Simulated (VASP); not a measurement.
## MgO: relaxation of cell and atoms with PBE

Crystal: MgO.

```
Mg O
1.0
     3.04313    0.10599    0.15409
    -1.42977    2.68336    0.14715
     0.14056    0.23615    2.56036
Mg O
1 1
Cartesian
  -0.0536 -0.1486 -0.1110
  0.1851 2.0909 1.5406
```

```yaml
Program: VASP 6.6.1
Task: relaxation of cell and atoms
Functional: PBE
Potentials_or_basis: VASP PAW PBE potentials, release 64 (Mg, O)
Cutoff: 600 eV
k_mesh: 12 × 12 × 8
Occupations: gaussian, width 0.05 eV
Spin: no spin polarisation
Dipole_correction: no
Further_INCAR_settings: ALGO = Normal; EDIFF = 1e-07; IBRION = 2; EDIFFG = -0.01; NSW = 100; ISIF = 3
```

```
Relaxed volume                        : 9.52 Å³/atom
Relaxed cell                          : a = 3.000 Å, b = 2.993 Å, c = 2.984 Å, α = 60.40°, β = 89.76°, γ = 119.91°
Space group after relaxing (to 0.1 Å) : Fm-3m (No. 225)
Energy gained by relaxing             : 460.4 meV/atom
Ionic steps                           : 31
Pressure after relaxing               : 0.0 GPa
Band gap on the k mesh                : 4.51 eV
```

Forces in eV/Å, atoms in the order of the input:
```
Mg   0.001  0.001  0.002
O   -0.001 -0.001 -0.002
```

The path:
| step | energy change (eV) | largest force (eV/Å) | pressure (GPa) | volume (Å³) |
| --- | --- | --- | --- | --- |
| 1 | 0.0000 | 0.3762 | 3.28 | 21.08 |
| 2 | -0.3077 | 0.2715 | -3.97 | 21.56 |
| 3 | -0.3161 | 0.2316 | -3.32 | 21.51 |
| 4 | -0.4275 | 0.4204 | 0.09 | 20.91 |
| 5 | -0.5120 | 1.1212 | 7.57 | 19.97 |
| 6 | -0.5745 | 1.0736 | 6.40 | 20.07 |
| 7 | -0.6762 | 0.8610 | 3.42 | 20.26 |
| 8 | -0.7103 | 0.6136 | 0.87 | 20.51 |
| 9 | -0.7398 | 0.1571 | -3.98 | 21.12 |
| 10 | -0.7582 | 0.1223 | -2.46 | 20.79 |
| 11 | -0.7768 | 0.2110 | 0.83 | 20.15 |
| 12 | -0.7777 | 0.2606 | 1.83 | 19.97 |
| 13 | -0.7970 | 0.2811 | 1.03 | 19.89 |
| 14 | -0.8381 | 0.4830 | -0.60 | 19.58 |
| 15 | -0.7622 | 0.4443 | 4.70 | 18.73 |
| 16 | -0.8367 | 0.6381 | -0.40 | 19.45 |
| 17 | -0.8395 | 0.7214 | -0.19 | 19.28 |
| 18 | -0.8521 | 0.6602 | -0.31 | 19.23 |
| 19 | -0.8678 | 0.3327 | 0.47 | 19.04 |
| 20 | -0.8684 | 0.4243 | 0.13 | 19.08 |
| 21 | -0.8835 | 0.3622 | -0.05 | 19.08 |
| 22 | -0.9122 | 0.2100 | -0.31 | 19.09 |
| 23 | -0.9024 | 0.0753 | 0.25 | 19.08 |
| 24 | -0.9185 | 0.1229 | -0.27 | 19.09 |
| 25 | -0.9185 | 0.1269 | -0.28 | 19.09 |
| 26 | -0.9194 | 0.1007 | -0.15 | 19.07 |
| 27 | -0.9206 | 0.0206 | 0.27 | 19.01 |
| 28 | -0.9207 | 0.0109 | 0.01 | 19.04 |
| 29 | -0.9207 | 0.0054 | -0.13 | 19.06 |
| 30 | -0.9207 | 0.0059 | -0.12 | 19.06 |
| 31 | -0.9207 | 0.0025 | -0.03 | 19.05 |

Final structure:
```xyz
2
Lattice="3.0000 0.0172 0.0209 -1.5122 2.4321 0.8680 -0.0119 0.7779 2.8812" Properties=species:S:1:pos:R:3 pbc="T T T"
Mg    1.4779    2.8204    3.6234
O    -0.0160    2.4230    2.1728
```

Levels at points of the mesh, in eV from the valence-band top:
```csv
k point,band 1,band 2,band 3,band 4,band 5,band 6,band 7,band 8
"(0.00, 0.00, 0.00)",-17.19,-0.06,-0.03,0.00,4.51,15.60,15.61,15.78
"(0.50, 0.00, 0.00)",-15.96,-4.57,-0.67,-0.62,7.77,12.32,16.03,16.24
"(0.00, 0.50, 0.00)",-15.71,-4.05,-1.37,-1.30,9.10,9.75,12.82,18.63
"(0.50, 0.50, 0.00)",-15.96,-4.57,-0.67,-0.63,7.76,12.34,16.03,16.21
"(0.00, 0.00, 0.50)",-15.96,-4.56,-0.67,-0.65,7.75,12.36,16.04,16.14
"(0.50, 0.00, 0.50)",-15.71,-4.03,-1.38,-1.32,9.07,9.74,12.86,18.57
"(0.00, 0.50, 0.50)",-15.94,-4.54,-0.69,-0.68,7.71,12.44,15.95,16.07
"(0.50, 0.50, 0.50)",-15.69,-4.02,-1.38,-1.35,9.03,9.73,12.93,18.57
```

It took 13 min on 1 thread of AMD EPYC 9R45 96-Core Processor (Zen 5) (shared host), peak memory 0.25 GiB.

Caveat: a cell axis changed by over 15 % at a fixed basis, so the end point is rough. A k mesh can miss the band edges.
